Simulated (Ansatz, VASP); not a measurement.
**CsCl: VASP beside Ansatz**

```
Cs Cl
1.0
     3.96923   -0.00992   -0.00992
    -0.00992    3.96923   -0.00992
    -0.00992   -0.00992    3.96923
Cs Cl
1 1
Direct
  0.00000 0.00000 0.00000
  0.50000 0.50000 0.50000
```

Change from the starting cell: equal xy, yz and zx engineering shears of -0.5 %.

Alike in both runs: functional LDA; k mesh 6 × 6 × 6; non-collinear spin, spin-orbit coupling.

Ansatz relaxed the structure, and its values are those at the end. VASP's run is a single point on that final structure, the one shown.

```csv
,VASP,Ansatz
version,VASP 6.6.1,Ansatz 0.2.0
potentials or method,"VASP PAW LDA potentials, release 64 (Cs_sv, Cl), cutoff 500 eV",all-electron LAPW
occupations,"gaussian, width 0.01 eV",fixed
```

|  | VASP | Ansatz | Ansatz less VASP |
| --- | --- | --- | --- |
| pressure (GPa) | 0.1 | 0.0 | -0.09 |
| net moment per atom (μB) | 0.00 | 0.00 | 0.000 |

LDA's correlation is that of Perdew and Zunger in VASP and of Perdew and Wang (1992) in Ansatz. Ansatz ran all-electron here, and VASP with PAW potentials.
